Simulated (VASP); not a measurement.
# YbOs3 (Pm-3m) in VASP: a series of runs

The runs below take YbOs3 through single point, with PBE.

All numbers are computed with VASP 6.6.1; they aren't measurements. Logs are shortened: lines on timing, memory, paths and dates and some standing lists are left out, and cuts for length are marked.

## (1) The cell of the first run

It takes space group Pm-3m (No. 221, cubic). The conventional cell has a = 4.065 Å, b = 4.065 Å, c = 4.065 Å, α = 90.00°, β = 90.00°, γ = 90.00°. Within 3.8 Å of Yb (site symmetry m-3m) lie 12 Os at 2.87 Å. Os (site symmetry 4/mmm) has 4 Yb at 2.87 Å and 8 Os at 2.87 Å within 3.8 Å.

## (2) Single point, PBE (16.80 Å³/atom)

File INCAR:

```
SYSTEM = YbOs3
PREC = Accurate ; ENCUT = 520
EDIFF = 1E-6 ; ISMEAR = 0
SIGMA = 0.05 ; LREAL = .False.
LASPH = .True. ; NELM = 60
ALGO = Normal ; ISIF = 2
LWAVE = .False. ; LCHARG = .False.
GGA = PE ; NBANDS = 32
```

File KPOINTS:

```
regular mesh
0
Gamma
  8 8 8
  0 0 0
```

File POSCAR:

```
YbOs3
1.0
    4.0654275709      0.0000000000      0.0000000000
    0.0000000000      4.0654275709      0.0000000000
    0.0000000000      0.0000000000      4.0654275709
Yb Os
1 3
Direct
    0.0000000000      0.0000000000      0.0000000000
    0.0000000000      0.5000000000      0.5000000000
    0.5000000000      0.5000000000      0.0000000000
    0.5000000000      0.0000000000      0.5000000000
```

Potentials or basis: VASP PAW PBE potentials, release 64 (Yb, Os).

Launch:

```bash
> cat potpaw_PBE.64/Yb/POTCAR potpaw_PBE.64/Os/POTCAR > POTCAR
> mpirun -np 1 vasp_std > vasp.out
```

OUTCAR:

```text
SYSTEM = YbOs3
   PREC = Accurate
   ENCUT = 520
   EDIFF = 1E-6
   ISMEAR = 0
   LREAL = .False.
   LASPH = .True.
   NELM = 60
   ISIF = 2
   GGA = PE

 ion  position               nearest neighbor table
   1  0.000  0.000  0.000-   2 2.87   3 2.87   4 2.87   2 2.87   4 2.87   2 2.87   3 2.87   2 2.87
                             3 2.87   4 2.87   4 2.87   3 2.87
   2  0.000  0.500  0.500-   1 2.87   3 2.87   4 2.87   1 2.87   3 2.87   1 2.87   4 2.87   1 2.87
                             3 2.87   4 2.87   3 2.87   4 2.87
   3  0.500  0.500  0.000-   1 2.87   2 2.87   4 2.87   2 2.87   4 2.87   1 2.87   4 2.87   4 2.87
                             1 2.87   2 2.87   2 2.87   1 2.87
   4  0.500  0.000  0.500-   1 2.87   2 2.87   3 2.87   1 2.87   3 2.87   2 2.87   3 2.87   3 2.87
                             1 2.87   2 2.87   1 2.87   2 2.87

  LATTYP: Found a simple cubic cell.
 ALAT       =     4.0654275709

  Lattice vectors:

 A1 = (   4.0654275709,   0.0000000000,   0.0000000000)
 A2 = (   0.0000000000,   4.0654275709,   0.0000000000)
 A3 = (   0.0000000000,   0.0000000000,   4.0654275709)

Analysis of symmetry for initial positions (statically):
=====================================================================
 Subroutine PRICEL returns:
 Original cell was already a primitive cell.

 Routine SETGRP: Setting up the symmetry group for a
 simple cubic supercell.

 Subroutine GETGRP returns: Found 48 space group operations
 (whereof 48 operations were pure point group operations)
 out of a pool of 48 trial point group operations.

The static configuration has the point symmetry O_h .

Analysis of symmetry for dynamics (positions and initial velocities):
=====================================================================
 Subroutine PRICEL returns:
 Original cell was already a primitive cell.

 Routine SETGRP: Setting up the symmetry group for a
 simple cubic supercell.

 Subroutine GETGRP returns: Found 48 space group operations
 (whereof 48 operations were pure point group operations)
 out of a pool of 48 trial point group operations.

The dynamic configuration has the point symmetry O_h .

 Subroutine INISYM returns: Found 48 space group operations
 (whereof 48 operations are pure point group operations),
 and found     1 'primitive' translations

----------------------------------------------------------------------------------------

                                     Primitive cell

  volume of cell :      67.1922

  direct lattice vectors                    reciprocal lattice vectors
     4.065427571  0.000000000  0.000000000     0.245976587  0.000000000  0.000000000
     0.000000000  4.065427571  0.000000000     0.000000000  0.245976587  0.000000000
     0.000000000  0.000000000  4.065427571     0.000000000  0.000000000  0.245976587

  length of vectors
     4.065427571  4.065427571  4.065427571     0.245976587  0.245976587  0.245976587

  position of ions in fractional coordinates (direct lattice)
     0.000000000  0.000000000  0.000000000
     0.000000000  0.500000000  0.500000000
     0.500000000  0.500000000  0.000000000
     0.500000000  0.000000000  0.500000000

  ion indices of the primitive-cell ions
   primitive index   ion index
                 1           1
                 2           2
                 3           3
                 4           4

----------------------------------------------------------------------------------------

 KPOINTS: regular mesh

Automatic generation of k-mesh.
 Grid dimensions read from file:
 generate k-points for:    8    8    8

 Generating k-lattice:

  Cartesian coordinates                     Fractional coordinates (reciprocal lattice)
     0.030747073  0.000000000  0.000000000     0.125000000  0.000000000  0.000000000
     0.000000000  0.030747073  0.000000000     0.000000000  0.125000000  0.000000000
     0.000000000  0.000000000  0.030747073     0.000000000  0.000000000  0.125000000

  Length of vectors
     0.030747073  0.030747073  0.030747073

  Shift w.r.t. Gamma in fractional coordinates (k-lattice)
     0.000000000  0.000000000  0.000000000

 Subroutine IBZKPT returns following result:
 ===========================================

 Found     35 irreducible k-points:

 Following reciprocal coordinates:
            Coordinates               Weight
  0.000000  0.000000  0.000000      1.000000
  0.125000  0.000000  0.000000      6.000000
  0.250000  0.000000  0.000000      6.000000
  0.375000  0.000000  0.000000      6.000000
  0.500000  0.000000  0.000000      3.000000
  0.125000  0.125000  0.000000     12.000000
[... 16 lines left out ...]
  0.375000  0.375000  0.125000     24.000000
  0.500000  0.375000  0.125000     24.000000
 [... further k-points ...]
   k-points           NKPTS =     35   k-points in BZ     NKDIM =     35   number of bands    NBANDS=     32
   number of dos      NEDOS =    301   number of ions     NIONS =      4
   total plane-waves  NPLWV =  27000
   dimension x,y,z NGX =    30 NGY =   30 NGZ =   30
   dimension x,y,z NGXF=    60 NGYF=   60 NGZF=   60
   ions per type =               1   3
   NGX,Y,Z   is equivalent  to a cutoff of  12.27, 12.27, 12.27 a.u.
   NGXF,Y,Z  is equivalent  to a cutoff of  24.54, 24.54, 24.54 a.u.
 SYSTEM =  YbOs3
   PREC   = accura    normal or accurate (medium, high low for compatibility)
   ISTART =      0    job   : 0-new  1-cont  2-samecut
   ICHARG =      2    charge: 1-file 2-atom 10-const
   ISPIN  =      1    spin polarized calculation?
   LNONCOLLINEAR =      F non collinear calculations
   LSORBIT =      F    spin-orbit coupling
   LASPH  =      T    aspherical Exc in radial PAW
   ENCUT  =  520.0 eV  38.22 Ry    6.18 a.u.   7.56  7.56  7.56*2*pi/ulx,y,z
   NELM   =     60;   NELMIN=  2; NELMDL= -5     # of ELM steps
   EDIFF  = 0.1E-05   stopping-criterion for ELM
   LREAL  =      F    real-space projection
   EDIFFG = 0.1E-04   stopping-criterion for IOM
   NSW    =      0    number of steps for IOM
   IBRION =     -1    ionic relax: 0-MD 1-quasi-New 2-CG
   NFREE  =      0    steps in history (QN), initial steepest desc. (CG)
   ISIF   =      2    stress and relaxation
   ISYM   =      2    0-nonsym 1-usesym 2-fastsym
   POTIM  = 0.5000    time-step for ionic-motion
   TEBEG  =    0.0;   TEEND  =   0.0 temperature during run
   PSTRESS=    0.0 pullay stress
   NELECT =      48.0000    total number of electrons
   NUPDOWN=      -1.0000    fix difference up-down
   EMIN   =  10.00;   EMAX   =-10.00  energy-range for DOS
   EFERMI =   0.00;   METHOD = LEGACY
   ISMEAR =     0;   SIGMA  =   0.05  broadening in eV -4-tet -1-fermi 0-gaus
   EFERMI_NEDOS =   21; number of points for ismear=-14 and -15
   IALGO  =     38    algorithm
   IMIX   =      4    mixing-type and parameters
     AMIX     =   0.40;   BMIX     =  1.00
     AMIX_MAG =   1.60;   BMIX_MAG =  1.00
  volume/ion in A,a.u.               =      16.80       113.36
  Fermi-wavevector in a.u.,A,eV,Ry     =   1.463465  2.765548 29.140004  2.141730
  Thomas-Fermi vector in A             =   2.579557
   LORBIT       =      0    0 simple, 1 ext, 2 COOP (PROOUT), +10 PAW based schemes
   GGA     = PE    functional components
   LHFCALC =     F    Hartree Fock is set to
   AEXX    =    0.0000 exact exchange contribution
   IVDW    =     0    specifies the selected vdW correction
   LEPSILON=     F    determine dielectric tensor
   LRPA    =     F    only Hartree local field effects (RPA)
 non-spin polarized calculation
 Gauss-broadening in eV      SIGMA  =   0.05
  energy-cutoff  :      520.00
  volume of cell :       67.19
 maximum number of plane-waves:      1856
   NGX = 15   NGY = 15   NGZ = 15

 number of electron      47.9999992 magnetization

 Free energy of the ion-electron system (eV)
  ---------------------------------------------------
  ext. energy  EPLUGINS =         0.00000000
  ---------------------------------------------------
  free energy    TOTEN  =       -35.33182854 eV

  energy without entropy =      -35.32331933  energy(sigma->0) =      -35.32757393

 E-fermi :   5.9556     XC(G=0): -13.1067

 val. band max:        5.9515171607   @ k =   0.3750   0.1250   0.0000
 cond. band min:       5.9613522523   @ k =   0.5000   0.3750   0.2500
 fundamental gap:      0.0098350916
 Fermi energy:         5.9555863440

 k-point     1 :       0.0000    0.0000    0.0000
  band No.  band energies     occupation
      1     -44.9222      2.00000
      2     -17.1199      2.00000
      3     -17.1199      2.00000
      4     -17.1199      2.00000
      5      -2.4660      2.00000
      6       0.6483      2.00000
[... 24 lines left out ...]
     31      12.1522      0.00000
     32      12.1522      0.00000

 k-point     2 :       0.1250    0.0000    0.0000
  band No.  band energies     occupation
      1     -44.9217      2.00000
      2     -17.1422      2.00000
      3     -17.1235      2.00000
      4     -17.1235      2.00000
      5      -2.2459      2.00000
      6       0.7781      2.00000
[... 24 lines left out ...]
     31      12.0548      0.00000
     32      12.4142      0.00000

 k-point     3 :       0.2500    0.0000    0.0000
  band No.  band energies     occupation
      1     -44.9204      2.00000
      2     -17.1954      2.00000
      3     -17.1321      2.00000
      4     -17.1321      2.00000
      5      -1.6186      2.00000
      6       1.0402      2.00000
[... 24 lines left out ...]
     31      11.7737      0.00000
     32      12.2030      0.00000

 k-point     4 :       0.3750    0.0000    0.0000
  band No.  band energies     occupation
      1     -44.9191      2.00000
      2     -17.2476      2.00000
      3     -17.1407      2.00000
      4     -17.1407      2.00000
      5      -0.7061      2.00000
      6       1.1158      2.00000
[... 654 lines left out ...]
     31      10.5047      0.00000
     32      11.5579      0.00000

 k-point    23 :       0.3750    0.3750    0.1250
  band No.  band energies     occupation
      1     -44.9175      2.00000
      2     -17.2238      2.00000
      3     -17.2056      2.00000
      4     -17.1621      2.00000
      5       0.5104      2.00000
      6       1.7716      2.00000
[... 24 lines left out ...]
     31      10.8244      0.00000
     32      11.0446      0.00000

 k-point    24 :       0.5000    0.3750    0.1250
  band No.  band energies     occupation
      1     -44.9172      2.00000
      2     -17.2255      2.00000
      3     -17.2101      2.00000
      4     -17.1645      2.00000
      5       0.9657      2.00000
      6       1.4018      2.00000
[... 24 lines left out ...]
     31      10.7545      0.00000
     32      11.0263      0.00000

 [... further k-points ...]

------------------------ aborting loop because EDIFF is reached ----------------------------------------

  FORCE on cell =-STRESS in cart. coord.  units (eV):
  Direction    XX          YY          ZZ          XY          YZ          ZX
  --------------------------------------------------------------------------------------
  -------------------------------------------------------------------------------------
  Total       -3.6336287     -3.6336287     -3.6336287     -0.0000000      0.0000000     -0.0000000
  in kB      -86.6427942    -86.6427942    -86.6427942     -0.0000000      0.0000000     -0.0000000
  external PRESSURE =     -86.6427942 kB  Pullay stress =       0.0000000 kB

 VOLUME and BASIS-vectors are now :
 -----------------------------------------------------------------------------
  energy-cutoff  :      520.00
  volume of cell :       67.19
      direct lattice vectors                 reciprocal lattice vectors
     4.065427571  0.000000000  0.000000000     0.245976587  0.000000000  0.000000000
     0.000000000  4.065427571  0.000000000     0.000000000  0.245976587  0.000000000
     0.000000000  0.000000000  4.065427571     0.000000000  0.000000000  0.245976587

 POSITION                                       TOTAL-FORCE (eV/Angst)
 -----------------------------------------------------------------------------------
      0.00000      0.00000      0.00000         0.000000      0.000000      0.000000
      0.00000      2.03271      2.03271         0.000000      0.000000      0.000000
      2.03271      2.03271      0.00000         0.000000      0.000000      0.000000
      2.03271      0.00000      2.03271         0.000000      0.000000      0.000000
 -----------------------------------------------------------------------------------
    total drift:                               -0.000000     -0.000000     -0.000000

  FREE ENERGIE OF THE ION-ELECTRON SYSTEM (eV)
  ---------------------------------------------------
  free  energy   TOTEN  =       -35.3318285442 eV

  energy  without entropy=      -35.3233193258  energy(sigma->0) =      -35.32757393
```

Wall time 8.3 min (1 thread of AMD EPYC 7R13, shared host); peak memory 0.21 GiB.

What came out:

```
Free energy            : -35.3318 eV
Pressure               : -8.7 GPa
Band gap on the k mesh : zero (bands 24 and 25 overlap by 2.50 eV)
```

Caveat: the cell stands under tension; spin-orbit coupling is left out, which moves the levels of the heavy elements.

[end of part 1 of 2]
